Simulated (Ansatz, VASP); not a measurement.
## One calculation of CoSi2, two programs

File INCAR:

```
PREC     = Accurate       # precision mode
ENCUT    = 520            # plane-wave cutoff, eV
EDIFF    = 1E-6           # SCF threshold, eV
ISMEAR   = 0              # smearing method
SIGMA    = 0.15           # smearing width, eV
LREAL    = F              # projectors in reciprocal space
LASPH    = T              # aspherical terms in the spheres
NELM     = 60             # most SCF steps
ALGO     = Normal         # electronic algorithm
ISIF     = 2              # what is computed and relaxed
LWAVE    = F              # write WAVECAR
LCHARG   = F              # write CHGCAR
GGA      = PE             # functional
NBANDS   = 16             # bands
```

Contents of KPOINTS:

```
regular mesh
0
Gamma
  12 12 12
```

File POSCAR:

```
CoSi2
1.0
    0.0000000000      2.7427584909      2.5550121360
    2.7427584909      0.0000000000      2.5550121360
    2.7427584909      2.7427584909      0.0000000000
Co Si
1 2
Direct
    0.0000000000      0.0000000000      0.0000000000
    0.2194049986      0.2194049986      0.2805950014
    0.7805950014      0.7805950014      0.7194049986
```

Input for Ansatz:

```yaml
crystal:
  lattice:
    - [0.0, 2.7427584909, 2.555012136]
    - [2.7427584909, 0.0, 2.555012136]
    - [2.7427584909, 2.7427584909, 0.0]
  atoms:
    - { symbol: Co, position: [0.0, 0.0, 0.0] }
    - { symbol: Si, position: [0.2194049986, 0.2194049986, 0.2805950014] }
    - { symbol: Si, position: [0.7805950014, 0.7805950014, 0.7194049986] }
basis:
  ecutwfc: 520.0
kpoints:
  mp_grid: { grid: [12, 12, 12] }
hamiltonian:
  xc: pbe
  pseudopotentials: { kind: paw, azcp: { folder: soft_1 } }
scf:
  occupations: { method: gaussian, width: 0.15 }
output:
  forces: true
  stress: true
  eigenvalues: true
```

Change from the starting cell: mode 6 frozen in at -0.164 Å, strain +e along z and -e/2 along x and y -0.0467.

Alike in both runs: task single point; functional PBE; k mesh 12 × 12 × 12; occupations gaussian, width 0.15 eV; no spin polarisation.

```csv
,VASP,Ansatz
version,VASP 6.6.1,Ansatz 0.2.0
potentials or method,"VASP PAW PBE potentials, release 64 (Co, Si), cutoff 520 eV","scalar-relativistic, plane waves, PAW"
valence electrons in the cell,17,25
```

Ansatz gave:

```
gap on the k mesh at the Fermi level (eV)                     : none
pressure (GPa)                                                : 6.1
traceless stress, the component that is largest in VASP (GPa) : 12.91
rms of the force components (eV/Å)                            : 1.443
```

**Question.** Estimate VASP's values.

**Answer.** gap on the k mesh at the Fermi level (eV): none; pressure (GPa): 5.9; traceless stress, the component that is largest in VASP (GPa): 12.87; rms of the force components (eV/Å): 1.438.

Atom by atom the forces differ by 0.005 eV/Å (rms over components). A gap of «none» marks a metal or a gap that the smearing closes. VASP's potentials hold 17 valence electrons a cell and Ansatz's 25, so a difference there can come from the potentials and not from the codes.
